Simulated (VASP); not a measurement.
Runs of VASP 6.6.1 on Ti. The structure is that of space group Im-3m (No. 229), or close to it. The cells are those of the table. This isn't the form of Ti at room conditions, which is hcp.

```tsv
cell	gap on the mesh (eV)	pressure (GPa)	moment (μB)
a = 2.964 Å, angles 109.5°, 1 atom	none	-12.8	0.00
a = 2.776 Å, angles 109.5°, 1 atom	none	5.8	0.02
a = 2.735 Å, angles 109.5°, 1 atom	none	11.7	0.00
a = 2.928 Å, angles 109.5°, 1 atom	none	(b)	1.53
a = 2.816 Å, angles 109.5°, 1 atom	none	(a)	0.00
```

Alike in all rows: task single point; level r2SCAN; potentials or basis VASP PAW PBE potentials, release 64 (Ti_sv); spin collinear; k mesh 22 × 22 × 22; cutoff (eV) 520; smearing fermi-dirac 0.05 eV.

Question: Estimate the missing entries.

Answer: (a) 0.5; (b) -6.5.

Caveats: the PAW data sets were made with another functional, which shifts forces and pressure a little; the cell stands under tension (at least some runs); the cell stands under pressure (at least some runs).

A gap of «none» marks levels without a gap at the run's occupations.
